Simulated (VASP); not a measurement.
# AlN (P6_3mc) in VASP: relaxation of shape and atoms at fixed volume with PBE

Aim: the relaxation of shape and atoms at fixed volume of AlN with PBE.

All numbers are computed with VASP 6.6.1; they aren't measurements. Logs are shortened: lines on timing, memory, paths and dates and some standing lists are left out, and cuts for length are marked.

## Step 1: The cell of the first run

Symmetry: P6_3mc, No. 186, hexagonal system. Conventional cell: a = 3.170 Å, b = 3.170 Å, c = 5.087 Å, α = 90.00°, β = 90.00°, γ = 120.00°. Within 2.6 Å of Al (site symmetry 3m) lie 4 N at 1.93 to 1.94 Å. Within 2.6 Å of N (site symmetry 3m) lie 4 Al at 1.93 to 1.94 Å.

## Step 2: Relaxation of shape and atoms at fixed volume, PBE (volume scaled by 1.040)

Input file INCAR:

```
SYSTEM = AlN
  PREC = Accurate
  ENCUT = 600
  EDIFF = 1E-7
  ISMEAR = 0
  SIGMA = 0.05
  LREAL = .False.
  LASPH = .True.
  NELM = 80
  ALGO = Normal
  ISIF = 4
  LWAVE = .False.
  LCHARG = .False.
  GGA = PE
  IBRION = 2
  NSW = 60
  EDIFFG = -0.01
```

Input file KPOINTS:

```
Automatic mesh
0
Gamma
  12 12 8
  0 0 0
```

Input file POSCAR:

```
AlN
1.0
    3.1704041427      0.0000000000      0.0000000000
   -1.5852020713      2.7456505278      0.0000000000
    0.0000000000      0.0000000000      5.0873701980
Al N
2 2
Direct
    0.3333333333      0.6666666667      0.0018382117
    0.6666666667      0.3333333333      0.5018382117
    0.3333333333      0.6666666667      0.3831617883
    0.6666666667      0.3333333333      0.8831617883
```

Potentials or basis: VASP PAW PBE potentials, release 64 (Al, N).

Command:

```console
$ cat potpaw_PBE.64/Al/POTCAR potpaw_PBE.64/N/POTCAR > POTCAR
$ mpirun -np 1 vasp_std > vasp.out
```

OUTCAR:

```text
SYSTEM = AlN
   PREC = Accurate
   ENCUT = 600
   EDIFF = 1E-7
   ISMEAR = 0
   LREAL = .False.
   LASPH = .True.
   NELM = 80
   ISIF = 4
   GGA = PE
   IBRION = 2
   NSW = 60
   EDIFFG = -0.01

 ion  position               nearest neighbor table
   1  0.333  0.667  0.002-   4 1.93   4 1.93   4 1.93   3 1.94   2 3.13   2 3.13   2 3.13   2 3.13
                             2 3.13   2 3.13
   2  0.667  0.333  0.502-   3 1.93   3 1.93   3 1.93   4 1.94   1 3.13   1 3.13   1 3.13   1 3.13
                             1 3.13   1 3.13
   3  0.333  0.667  0.383-   2 1.93   2 1.93   2 1.93   1 1.94
   4  0.667  0.333  0.883-   1 1.93   1 1.93   1 1.93   2 1.94

  LATTYP: Found a hexagonal cell.
 ALAT       =     3.1704041427
 C/A-ratio  =     1.6046440671

  Lattice vectors:

 A1 = (   3.1704041427,   0.0000000000,   0.0000000000)
 A2 = (  -1.5852020713,   2.7456505278,   0.0000000000)
 A3 = (   0.0000000000,   0.0000000000,   5.0873701980)

Analysis of symmetry for initial positions (statically):
=====================================================================
 Subroutine PRICEL returns:
 Original cell was already a primitive cell.

 Routine SETGRP: Setting up the symmetry group for a
 hexagonal supercell.

 Subroutine GETGRP returns: Found 12 space group operations
 (whereof  6 operations were pure point group operations)
 out of a pool of 24 trial point group operations.

The static configuration has the point symmetry C_3v.
 The point group associated with its full space group is C_6v.

Analysis of symmetry for dynamics (positions and initial velocities):
=====================================================================
 Subroutine PRICEL returns:
 Original cell was already a primitive cell.

 Routine SETGRP: Setting up the symmetry group for a
 hexagonal supercell.

 Subroutine GETGRP returns: Found 12 space group operations
 (whereof  6 operations were pure point group operations)
 out of a pool of 24 trial point group operations.

The dynamic configuration has the point symmetry C_3v.
 The point group associated with its full space group is C_6v.

 Subroutine INISYM returns: Found 12 space group operations
 (whereof  6 operations are pure point group operations),
 and found     1 'primitive' translations

----------------------------------------------------------------------------------------

                                     Primitive cell
[... 167 lines left out ...]
 -----------------------------------------------------------------------------------
     -0.00000      1.83043      0.00935         0.000000     -0.000000      0.010399
      1.58520      0.91522      2.55304         0.000000      0.000000      0.010399
     -0.00000      1.83043      1.94929        -0.000000      0.000000     -0.010399
      1.58520      0.91522      4.49297         0.000000      0.000000     -0.010399
 -----------------------------------------------------------------------------------
    total drift:                               -0.000000      0.000000      0.000337

  FREE ENERGIE OF THE ION-ELECTRON SYSTEM (eV)
  ---------------------------------------------------
  free  energy   TOTEN  =       -29.7430100816 eV

  energy  without entropy=      -29.7430100816  energy(sigma->0) =      -29.74301008

--------------------------------------- Ionic step        2  -------------------------------------------

 number of electron      15.9999999 magnetization

 Free energy of the ion-electron system (eV)
  ---------------------------------------------------
  ext. energy  EPLUGINS =         0.00000000
  ---------------------------------------------------
  free energy    TOTEN  =       -29.74305965 eV

  energy without entropy =      -29.74305965  energy(sigma->0) =      -29.74305965

 E-fermi :   5.8145     XC(G=0): -10.6587

 val. band max:        5.5869302187   @ k =   0.0000   0.0000   0.0000
 cond. band min:       9.3018949917   @ k =   0.0000   0.0000   0.0000
 fundamental gap:      3.7149647730
 Fermi energy:         5.8144921393

 k-point     1 :       0.0000    0.0000    0.0000
  band No.  band energies     occupation
      1      -9.2404      2.00000
      2      -7.2822      2.00000
      3      -0.1429      2.00000
      4       4.7813      2.00000
      5       4.7813      2.00000
      6       5.4092      2.00000
      7       5.4092      2.00000
      8       5.5869      2.00000
      9       9.3019      0.00000
     10      11.7876      0.00000
     11      15.7291      0.00000
     12      16.3582      0.00000
[... 331 lines left out ...]
 k-point    24 :       0.3333    0.0000    0.1250
  band No.  band energies     occupation
      1      -8.0458      2.00000
      2      -6.8557      2.00000
      3       0.9563      2.00000
      4       1.7343      2.00000
      5       2.3282      2.00000
      6       3.8822      2.00000
      7       4.8113      2.00000
      8       5.0094      2.00000
      9      11.3269      0.00000
     10      12.0584      0.00000
     11      13.4560      0.00000
     12      15.3623      0.00000

 [... further k-points ...]

------------------------ aborting loop because EDIFF is reached ----------------------------------------

  FORCE on cell =-STRESS in cart. coord.  units (eV):
  Direction    XX          YY          ZZ          XY          YZ          ZX
  --------------------------------------------------------------------------------------
  -------------------------------------------------------------------------------------
  Total       -2.0506932     -2.0506932     -2.0361238     -0.0000000      0.0000000      0.0000000
  in kB      -74.1921667    -74.1921667    -73.6650568     -0.0000000      0.0000000      0.0000000
  external PRESSURE =     -74.0164634 kB  Pullay stress =       0.0000000 kB

 VOLUME and BASIS-vectors are now :
 -----------------------------------------------------------------------------
  energy-cutoff  :      600.00
  volume of cell :       44.28
      direct lattice vectors                 reciprocal lattice vectors
     3.169372060 -0.000000000  0.000000000     0.315519914  0.182165507  0.000000000
    -1.584686030  2.744756718 -0.000000000     0.000000000  0.364331015  0.000000000
     0.000000000  0.000000000  5.090684067     0.000000000  0.000000000  0.196437254

 POSITION                                       TOTAL-FORCE (eV/Angst)
 -----------------------------------------------------------------------------------
     -0.00000      1.82984      0.00986         0.000000     -0.000000      0.007932
      1.58469      0.91492      2.55520        -0.000000      0.000000      0.007932
     -0.00000      1.82984      1.95005         0.000000      0.000000     -0.007932
      1.58469      0.91492      4.49540        -0.000000     -0.000000     -0.007932
 -----------------------------------------------------------------------------------
    total drift:                               -0.000000      0.000000      0.000244

  FREE ENERGIE OF THE ION-ELECTRON SYSTEM (eV)
  ---------------------------------------------------
  free  energy   TOTEN  =       -29.7430596511 eV

  energy  without entropy=      -29.7430596511  energy(sigma->0) =      -29.74305965

 reached required accuracy - stopping structural energy minimisation
```

OSZICAR:

```text
N       E                     dE             d eps       ncg     rms          rms(c)
DAV:   1     0.590181083929E+02    0.59018E+02   -0.81625E+03  2280   0.133E+03
DAV:   2    -0.295929665141E+02   -0.88611E+02   -0.81063E+02  3356   0.242E+02
[... 12 lines left out ...]
   1 F= -.29743010E+02 E0= -.29743010E+02  d E =-.297430E+02
       N       E                     dE             d eps       ncg     rms          rms(c)
DAV:   1    -0.297430896189E+02   -0.79495E-04   -0.37451E-03  2280   0.587E-01    0.309E-02
DAV:   2    -0.297430699795E+02    0.19639E-04   -0.30550E-05  2936   0.536E-02    0.175E-02
DAV:   3    -0.297430595400E+02    0.10439E-04   -0.14986E-05  2824   0.342E-02    0.108E-03
DAV:   4    -0.297430596572E+02   -0.11721E-06   -0.11010E-06  2624   0.101E-02    0.961E-04
DAV:   5    -0.297430596511E+02    0.61259E-08   -0.15237E-08  1364   0.126E-03
   2 F= -.29743060E+02 E0= -.29743060E+02  d E =-.495695E-04
```

CONTCAR:

```text
AlN
   1.00000000000000
     3.1693720600022588   -0.0000000000014434    0.0000000000000000
    -1.5846860299523959    2.7447567179677663   -0.0000000000000000
     0.0000000000000000    0.0000000000000000    5.0906840668423463
  Al              N
     2     2
Direct
     0.3333333332999970    0.6666666667000030    0.0019368260484052
     0.6666666667000030    0.3333333332999970    0.5019368260484052
     0.3333333332999970    0.6666666667000030    0.3830631739515928
     0.6666666667000030    0.3333333332999970    0.8830631739515928

  0.00000000E+00  0.00000000E+00  0.00000000E+00
  0.00000000E+00  0.00000000E+00  0.00000000E+00
  0.00000000E+00  0.00000000E+00  0.00000000E+00
  0.00000000E+00  0.00000000E+00  0.00000000E+00
```

It took 1.7 min on 1 thread of AMD EPYC 7R13 (Zen 3), shared host; peak memory 0.18 GiB.

What came out:

| Quantity | Value |
| --- | --- |
| Free energy | -29.7431 eV |
| Energy gained by relaxing | 0.0 meV/atom |
| Ionic steps | 2 |
| Pressure after relaxing | -7.4 GPa |
| Largest force after relaxing | 0.008 eV/Å |
| Band gap on the k mesh | 3.71 eV, direct |

Forces in eV/Å, atoms in the order of the input:
```
Al   0.000  0.000  0.008
Al   0.000  0.000  0.008
N    0.000  0.000 -0.008
N    0.000  0.000 -0.008
```

Final structure:
```
Al N
1.0
     3.16937    0.00000    0.00000
    -1.58469    2.74476    0.00000
     0.00000    0.00000    5.09068
Al N
2 2
Direct
  0.33333 0.66667 0.00194
  0.66667 0.33333 0.50194
  0.33333 0.66667 0.38306
  0.66667 0.33333 0.88306
```

 A k mesh can miss the band edges.
